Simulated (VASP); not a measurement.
# Pb (Fm-3m) in VASP: notebook

The runs below take Pb through single point, with r2SCAN.

Everything below comes from runs of VASP 6.6.1. Logs are shortened: lines on timing, memory, paths and dates and some standing lists are left out, and cuts for length are marked.

### 1 The cell of the first run

It takes space group Fm-3m (No. 225, cubic). The conventional cell has a = 4.989 Å, b = 4.989 Å, c = 4.989 Å, α = 90.00°, β = 90.00°, γ = 90.00°. Pb (site symmetry m-3m) has 12 Pb at 3.53 Å within 4.6 Å.

### 2 Single point, r2SCAN

Input file POSCAR:

```
Pb
1.0
    0.0000000000      2.4946408835      2.4946408835
    2.4946408835      0.0000000000      2.4946408835
    2.4946408835      2.4946408835      0.0000000000
Pb
1
Direct
    0.0000000000      0.0000000000      0.0000000000
```

Input file INCAR.step1:

```
  PREC = Accurate
  ENCUT = 520
  ISMEAR = -1
  SIGMA = 0.1
  LREAL = F
  LASPH = T
  NELM = 80
  NBANDS = 13
  GGA = PE
  ALGO = Normal
  EDIFF = 1E-4
  LWAVE = T
  LCHARG = F
```

Input file INCAR.step2:

```
  PREC = Accurate
  ENCUT = 520
  EDIFF = 1E-6
  ISMEAR = -1
  SIGMA = 0.1
  LREAL = F
  LASPH = T
  NELM = 80
  ALGO = Normal
  ISIF = 2
  LWAVE = F
  LCHARG = F
  METAGGA = R2SCAN
  LMIXTAU = T
  NBANDS = 13
  ISTART = 1
```

Input file KPOINTS:

```
regular mesh
0
Gamma
  9 9 9
```

Potentials or basis: VASP PAW PBE potentials, release 64 (Pb_d).

On the command line:

```bash
$ cat potpaw_PBE.64/Pb_d/POTCAR > POTCAR
$ cp INCAR.step1 INCAR
$ mpirun -np 1 vasp_std > vasp.out
$ cp INCAR.step2 INCAR
$ mpirun -np 1 vasp_std > vasp.out
```

OUTCAR:

```text
PREC = Accurate
   ENCUT = 520
   EDIFF = 1E-6
   ISMEAR = -1
   LREAL = F
   LASPH = T
   NELM = 80
   ISIF = 2
   METAGGA = R2SCAN
   ISTART = 1

 ion  position               nearest neighbor table
   1  0.000  0.000  0.000-

  LATTYP: Found a face centered cubic cell.
 ALAT       =     4.9892817670

  Lattice vectors:

 A1 = (   0.0000000000,   2.4946408835,   2.4946408835)
 A2 = (   2.4946408835,   0.0000000000,   2.4946408835)
 A3 = (   2.4946408835,   2.4946408835,   0.0000000000)

Analysis of symmetry for initial positions (statically):
=====================================================================
 Subroutine PRICEL returns:
 Original cell was already a primitive cell.

 Routine SETGRP: Setting up the symmetry group for a
 face centered cubic supercell.

 Subroutine GETGRP returns: Found 48 space group operations
 (whereof 48 operations were pure point group operations)
 out of a pool of 48 trial point group operations.

The static configuration has the point symmetry O_h .

Analysis of symmetry for dynamics (positions and initial velocities):
=====================================================================
 Subroutine PRICEL returns:
 Original cell was already a primitive cell.

 Routine SETGRP: Setting up the symmetry group for a
 face centered cubic supercell.

 Subroutine GETGRP returns: Found 48 space group operations
 (whereof 48 operations were pure point group operations)
 out of a pool of 48 trial point group operations.

The dynamic configuration has the point symmetry O_h .

 Subroutine INISYM returns: Found 48 space group operations
 (whereof 48 operations are pure point group operations),
 and found     1 'primitive' translations

----------------------------------------------------------------------------------------

                                     Primitive cell

  volume of cell :      31.0495

  direct lattice vectors                    reciprocal lattice vectors
     0.000000000  2.494640883  2.494640883    -0.200429650  0.200429650  0.200429650
     2.494640883  0.000000000  2.494640883     0.200429650 -0.200429650  0.200429650
     2.494640883  2.494640883  0.000000000     0.200429650  0.200429650 -0.200429650

  length of vectors
     3.527954971  3.527954971  3.527954971     0.347154338  0.347154338  0.347154338

  position of ions in fractional coordinates (direct lattice)
     0.000000000  0.000000000  0.000000000

  ion indices of the primitive-cell ions
   primitive index   ion index
                 1           1

----------------------------------------------------------------------------------------

 KPOINTS: regular mesh

Automatic generation of k-mesh.
 Grid dimensions read from file:
 generate k-points for:    9    9    9

 Generating k-lattice:

  Cartesian coordinates                     Fractional coordinates (reciprocal lattice)
    -0.022269961  0.022269961  0.022269961     0.111111111  0.000000000  0.000000000
     0.022269961 -0.022269961  0.022269961     0.000000000  0.111111111  0.000000000
     0.022269961  0.022269961 -0.022269961     0.000000000  0.000000000  0.111111111

  Length of vectors
     0.038572704  0.038572704  0.038572704

  Shift w.r.t. Gamma in fractional coordinates (k-lattice)
     0.000000000  0.000000000  0.000000000

 Subroutine IBZKPT returns following result:
 ===========================================

 Found     35 irreducible k-points:

 Following reciprocal coordinates:
            Coordinates               Weight
  0.000000  0.000000  0.000000      1.000000
  0.111111  0.000000  0.000000      8.000000
  0.222222  0.000000  0.000000      8.000000
  0.333333  0.000000  0.000000      8.000000
  0.444444  0.000000  0.000000      8.000000
  0.111111  0.111111  0.000000      6.000000
[... 16 lines left out ...]
 -0.333333  0.333333  0.000000     12.000000
  0.444444  0.444444  0.000000      6.000000
 [... further k-points ...]
   k-points           NKPTS =     35   k-points in BZ     NKDIM =     35   number of bands    NBANDS=     13
   number of dos      NEDOS =    301   number of ions     NIONS =      1
   total plane-waves  NPLWV =  21952
   dimension x,y,z NGX =    28 NGY =   28 NGZ =   28
   dimension x,y,z NGXF=    56 NGYF=   56 NGZF=   56
   ions per type =               1
   NGX,Y,Z   is equivalent  to a cutoff of  13.19, 13.19, 13.19 a.u.
   NGXF,Y,Z  is equivalent  to a cutoff of  26.39, 26.39, 26.39 a.u.
 SYSTEM =  unknown system
   PREC   = accura    normal or accurate (medium, high low for compatibility)
   ISTART =      1    job   : 0-new  1-cont  2-samecut
   ICHARG =      0    charge: 1-file 2-atom 10-const
   ISPIN  =      1    spin polarized calculation?
   LNONCOLLINEAR =      F non collinear calculations
   LSORBIT =      F    spin-orbit coupling
   LASPH  =      T    aspherical Exc in radial PAW
   ENCUT  =  520.0 eV  38.22 Ry    6.18 a.u.   6.56  6.56  6.56*2*pi/ulx,y,z
   NELM   =     80;   NELMIN=  2; NELMDL=  0     # of ELM steps
   EDIFF  = 0.1E-05   stopping-criterion for ELM
   LREAL  =      F    real-space projection
   EDIFFG = 0.1E-04   stopping-criterion for IOM
   NSW    =      0    number of steps for IOM
   IBRION =     -1    ionic relax: 0-MD 1-quasi-New 2-CG
   NFREE  =      0    steps in history (QN), initial steepest desc. (CG)
   ISIF   =      2    stress and relaxation
   ISYM   =      2    0-nonsym 1-usesym 2-fastsym
   POTIM  = 0.5000    time-step for ionic-motion
   TEBEG  =    0.0;   TEEND  =   0.0 temperature during run
   PSTRESS=    0.0 pullay stress
   NELECT =      14.0000    total number of electrons
   NUPDOWN=      -1.0000    fix difference up-down
   EMIN   =  10.00;   EMAX   =-10.00  energy-range for DOS
   EFERMI =   0.00;   METHOD = LEGACY
   ISMEAR =    -1;   SIGMA  =   0.10  broadening in eV -4-tet -1-fermi 0-gaus
   EFERMI_NEDOS =   21; number of points for ismear=-14 and -15
   IALGO  =     38    algorithm
   IMIX   =      4    mixing-type and parameters
     AMIX     =   0.40;   BMIX     =  1.00
     AMIX_MAG =   1.60;   BMIX_MAG =  1.00
  volume/ion in A,a.u.               =      31.05       209.53
  Fermi-wavevector in a.u.,A,eV,Ry     =   1.255354  2.372275 21.441600  1.575913
  Thomas-Fermi vector in A             =   2.389115
   LORBIT       =      0    0 simple, 1 ext, 2 COOP (PROOUT), +10 PAW based schemes
   METAGGA = R2SCAN    functional components
   LHFCALC =     F    Hartree Fock is set to
   AEXX    =    0.0000 exact exchange contribution
   IVDW    =     0    specifies the selected vdW correction
   LEPSILON=     F    determine dielectric tensor
   LRPA    =     F    only Hartree local field effects (RPA)
 non-spin polarized calculation
  energy-cutoff  :      520.00
  volume of cell :       31.05
 maximum number of plane-waves:       869
 NGX is ok and might be reduce to    28
   NGX = 13   NGY = 13   NGZ = 13

 number of electron      14.0000000 magnetization

 Free energy of the ion-electron system (eV)
  ---------------------------------------------------
  ext. energy  EPLUGINS =         0.00000000
  ---------------------------------------------------
  free energy    TOTEN  =       -56.30246072 eV

  energy without entropy =      -56.29009601  energy(sigma->0) =      -56.29627837

 E-fermi :   6.8528     XC(G=0): -10.7994

 val. band max:        6.8157115684   @ k =  -0.2222   0.3333   0.1111
 cond. band min:       6.8916070322   @ k =   0.3333   0.3333   0.0000
 fundamental gap:      0.0758954638
 Fermi energy:         6.8528424968

 k-point     1 :       0.0000    0.0000    0.0000
  band No.  band energies     occupation
      1     -10.7490      2.00000
      2     -10.7490      2.00000
      3     -10.7490      2.00000
      4     -10.6113      2.00000
      5     -10.6113      2.00000
      6      -5.1735      2.00000
      7      14.4988      0.00000
      8      14.4988      0.00000
      9      14.4988      0.00000
     10      17.3626      0.00000
     11      18.9402      0.00000
     12      19.8876      0.00000
     13      19.8876      0.00000

 k-point     2 :       0.1111    0.0000    0.0000
  band No.  band energies     occupation
      1     -10.7494      2.00000
      2     -10.7326      2.00000
      3     -10.7326      2.00000
      4     -10.6112      2.00000
      5     -10.6112      2.00000
      6      -4.9297      2.00000
      7      12.1371      0.00000
      8      14.2094      0.00000
      9      14.2094      0.00000
     10      16.8870      0.00000
     11      19.9157      0.00000
     12      20.3982      0.00000
     13      20.3982      0.00000

 k-point     3 :       0.2222    0.0000    0.0000
  band No.  band energies     occupation
      1     -10.7543      2.00000
      2     -10.7134      2.00000
      3     -10.7134      2.00000
      4     -10.5880      2.00000
      5     -10.5880      2.00000
      6      -4.2016      2.00000
      7       8.5980      0.00000
      8      13.5955      0.00000
      9      13.5955      0.00000
     10      16.4975      0.00000
     11      19.5045      0.00000
     12      20.0988      0.00000
     13      20.0988      0.00000
[... 305 lines left out ...]
 k-point    23 :      -0.3333    0.3333    0.0000
  band No.  band energies     occupation
      1     -10.8028      2.00000
      2     -10.6453      2.00000
      3     -10.5992      2.00000
      4     -10.5784      2.00000
      5     -10.5132      2.00000
      6      -0.5132      2.00000
      7       5.1517      2.00000
      8       5.3678      2.00000
      9      10.6892      0.00000
     10      14.3166      0.00000
     11      21.3164      0.00000
     12      23.0262      0.00000
     13      23.0640      0.00000

 k-point    24 :       0.4444    0.4444    0.0000
  band No.  band energies     occupation
      1     -10.9066      2.00000
      2     -10.8121      2.00000
      3     -10.4917      2.00000
      4     -10.4511      2.00000
      5     -10.4511      2.00000
      6      -0.4919      2.00000
      7       4.1562      2.00000
      8       9.1586      0.00000
      9       9.1586      0.00000
     10      12.9053      0.00000
     11      13.9575      0.00000
     12      26.1176      0.00000
     13      27.7668      0.00000

 [... further k-points ...]
[... 5 lines left out ...]
  --------------------------------------------------------------------------------------
  -------------------------------------------------------------------------------------
  Total       -0.0009679     -0.0009679     -0.0009679      0.0000000      0.0000000     -0.0000000
  in kB       -0.0499466     -0.0499466     -0.0499466      0.0000000      0.0000000     -0.0000000
  external PRESSURE =      -0.0499466 kB  Pullay stress =       0.0000000 kB

 VOLUME and BASIS-vectors are now :
 -----------------------------------------------------------------------------
  energy-cutoff  :      520.00
  volume of cell :       31.05
      direct lattice vectors                 reciprocal lattice vectors
     0.000000000  2.494640883  2.494640883    -0.200429650  0.200429650  0.200429650
     2.494640883  0.000000000  2.494640883     0.200429650 -0.200429650  0.200429650
     2.494640883  2.494640883  0.000000000     0.200429650  0.200429650 -0.200429650

 POSITION                                       TOTAL-FORCE (eV/Angst)
 -----------------------------------------------------------------------------------
      0.00000      0.00000      0.00000        -0.000000      0.000000      0.000000
 -----------------------------------------------------------------------------------
    total drift:                                0.000000     -0.000000     -0.000000

  FREE ENERGIE OF THE ION-ELECTRON SYSTEM (eV)
  ---------------------------------------------------
  free  energy   TOTEN  =       -56.3024607237 eV

  energy  without entropy=      -56.2900960107  energy(sigma->0) =      -56.29627837
```

Wall time 45 s (1 thread of Intel Xeon Platinum 8488C (Sapphire Rapids), shared host); peak memory 0.16 GiB.

Results:

| Item | Value |
| --- | --- |
| Free energy | -56.3025 eV |
| Pressure | 0.0 GPa |
| Band gap on the k mesh | zero (band 7 reaches 14.50 eV, above the bottom of band 8 at 5.37 eV) |

Caveat: the PAW data sets were made with another functional, which shifts forces and pressure a little; spin-orbit coupling is left out, which moves the levels of the heavy elements.

### 3 Single point, r2SCAN

POSCAR is that of step 2.

Input file INCAR.step1:

```
SYSTEM = Pb
  ALGO = Normal
  EDIFF = 1E-4
  ENCUT = 520
  GGA = PE
  ISMEAR = -1
  LASPH = .TRUE.
  LCHARG = .FALSE.
  LREAL = .FALSE.
  LWAVE = .TRUE.
  NBANDS = 13
  NELM = 100
  PREC = Accurate
  SIGMA = 0.1
```

Input file INCAR.step2:

```
SYSTEM = Pb
  ALGO = Normal
  EDIFF = 1E-6
  ENCUT = 520
  ISIF = 2
  ISMEAR = -1
  ISTART = 1
  LASPH = .TRUE.
  LCHARG = .FALSE.
  LMIXTAU = .TRUE.
  LREAL = .FALSE.
  LWAVE = .FALSE.
  METAGGA = R2SCAN
  NBANDS = 13
  NELM = 100
  PREC = Accurate
  SIGMA = 0.1
```

Input file KPOINTS:

```
k-points
0
G
  11 11 11
  0 0 0
```

Potentials or basis: VASP PAW PBE potentials, release 64 (Pb_d).

On the command line:

```bash
$ cat potpaw_PBE.64/Pb_d/POTCAR > POTCAR
$ cp INCAR.step1 INCAR
$ mpirun -np 1 vasp_std > vasp.out
$ cp INCAR.step2 INCAR
$ mpirun -np 1 vasp_std > vasp.out
```

Wall time 64 s (1 thread of Intel Xeon Platinum 8488C (Sapphire Rapids), shared host); peak memory 0.17 GiB.

Results (log left out):

```yaml
Free_energy: -56.2896 eV
Pressure: 0.0 GPa
Band_gap_on_the_k_mesh: zero (band 7 reaches 14.50 eV, above the bottom of band 8 at 5.53 eV)
```

Levels at points of the mesh, in eV from the Fermi level:
```csv
k point,band 5,band 6,band 7,band 8,band 9,band 10
"(0.00, 0.00, 0.00)",-17.63,-12.19,7.48,7.48,7.48,10.34
```

Caveat: the PAW data sets were made with another functional, which shifts forces and pressure a little; spin-orbit coupling is left out, which moves the levels of the heavy elements.
